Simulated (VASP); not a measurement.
Input of a VASP 6.6.1 run:

The input INCAR:

```
PREC = Accurate ; ENCUT = 520
EDIFF = 1E-7 ; ISMEAR = -1
SIGMA = 0.05 ; LREAL = F
LASPH = T ; NELM = 100
ALGO = Normal ; ISIF = 2
LWAVE = F ; LCHARG = T
GGA = PS ; LELF = T
LVHAR = T ; NBANDS = 10
```

KPOINTS

```
Automatic mesh
0
Gamma
  7 7 11
```

The input POSCAR:

```
I
1.0
    2.1132803395     -2.7050259694     -0.3823984067
    2.1132803395      2.7050259694     -0.3823984067
   -1.7081556022      0.0000000000      2.4577284165
I
1
Direct
    0.5000000000      0.5000000000      0.5000000000
```

Potentials or basis: VASP PAW PBE potentials, release 64 (I).

The run is started by

```sh
$ cat potpaw_PBE.64/I/POTCAR > POTCAR
$ mpirun -np 1 vasp_std > vasp.out
```

**Question.** Estimate the band gap on the k mesh.

**Answer.** Zero (an odd number of electrons rules out a gap without spin polarisation).

**Question.** Estimate the pressure.

**Answer.** 20.1 GPa.

Caveat: the cell stands under pressure; the PAW data sets were made with another functional, which shifts forces and pressure a little; spin-orbit coupling is left out, which moves the levels of the heavy elements; an odd number of electrons without spin polarisation forces a metal; a magnetic or distorted state may lie lower.
